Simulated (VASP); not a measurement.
GaP:

```
Ga P
1.0
     0.00000    2.75300    2.75300
     2.75300    0.00000    2.75300
     2.75300    2.75300    0.00000
Ga P
1 1
Direct
  0.00000 0.00000 0.00000
  0.25000 0.25000 0.25000
```

- Program: VASP 6.6.1
- Task: relaxation of cell and atoms
- Functional: r2SCAN
- Potentials or basis: VASP PAW PBE potentials, release 64 (Ga_d, P)
- Cutoff: 600 eV
- k mesh: 8 × 8 × 8
- Occupations: fermi-dirac, width 0.02 eV
- Spin: no spin polarisation

At the start: pressure -2.5 GPa; volume 20.87 Å³/atom.

Q: How do energy, volume and symmetry change on relaxing?

A: Over 8 steps the energy falls by 5.3 meV/atom and the volume is 20.23 Å³/atom (-3.1 %); space group F-43m (No. 216, to 0.1 Å) before and after.

The path:
```
step  energy change (eV)  largest force (eV/Å)  pressure (GPa)  volume (Å³)
   1              0.0000                0.0000           -2.50        41.73
   2             -0.0075                0.0000            1.45        39.80
   3             -0.0106                0.0000           -0.78        40.44
   4             -0.0102                0.0000            0.75        40.21
   5             -0.0105                0.0000            0.19        40.32
   6             -0.0105                0.0000            0.20        40.35
   7             -0.0106                0.0000            0.08        40.40
   8             -0.0106                0.0000           -0.04        40.45
```

Final structure:
```cif
data_structure
_symmetry_space_group_name_H-M 'P 1'
_symmetry_Int_Tables_number 1
_cell_length_a 3.8531
_cell_length_b 3.8531
_cell_length_c 3.8531
_cell_angle_alpha 60.000
_cell_angle_beta 60.000
_cell_angle_gamma 60.000
_cell_volume 40.45
loop_
_atom_site_label
_atom_site_type_symbol
_atom_site_fract_x
_atom_site_fract_y
_atom_site_fract_z
_atom_site_occupancy
Ga1 Ga 0.00000 0.00000 0.00000 1
P1 P 0.25000 0.25000 0.25000 1
```

Caveat: the PAW data sets were made with another functional, which shifts forces and pressure a little.
